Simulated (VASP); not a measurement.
A run of VASP 6.6.1:

File INCAR:

```
PREC = Accurate ; ENCUT = 520
EDIFF = 1E-6 ; ISMEAR = 0
SIGMA = 0.05 ; LREAL = Auto
LASPH = True ; NELM = 100
ALGO = Normal ; ISIF = 2
LWAVE = False ; LCHARG = False
LDIPOL = True ; IDIPOL = 3
DIPOL = 0.5 0.5 0.500 ; GGA = PS
ISYM = 0 ; NBANDS = 46
```

The input KPOINTS:

```
regular mesh
0
Gamma
  12 12 1
```

File POSCAR:

```
C
1.0
    2.5068463377      0.0000000000      0.0000000000
   -1.2534231689      2.1709926118      0.0000000000
    0.0000000000      0.0000000000     29.9393240022
C
16
Direct
    0.3333333333      0.6666666667      0.2505066580
    0.0000000000      0.0000000000      0.2677738495
    0.0000000000      0.0000000000      0.3191271052
    0.6666666667      0.3333333333      0.3362900195
    0.6666666667      0.3333333333      0.3876432751
    0.3333333333      0.6666666667      0.4049104666
    0.3333333333      0.6666666667      0.4570680860
    0.6666666667      0.3333333333      0.4743407269
    0.6666666667      0.3333333333      0.5256592731
    0.0000000000      0.0000000000      0.5429319140
    0.0000000000      0.0000000000      0.5950895334
    0.6666666667      0.3333333333      0.6123567249
    0.6666666667      0.3333333333      0.6637099805
    0.3333333333      0.6666666667      0.6808728948
    0.3333333333      0.6666666667      0.7322261505
    0.0000000000      0.0000000000      0.7494933420
```

Potentials or basis: VASP PAW PBE potentials, release 64 (C).

Run with:

```bash
$ cat potpaw_PBE.64/C/POTCAR > POTCAR
$ mpirun -np 1 vasp_std > vasp.out
```

Hardware: 1 thread of Intel(R) Xeon(R) 6975P-C (Granite Rapids) (shared host).

Task: How long does it take, and how much memory?

Result: Run time: 23 min on 1 thread of Intel(R) Xeon(R) 6975P-C (Granite Rapids) (shared host), peak memory 0.47 GiB. Counts: scf iterations 52, k points 74.
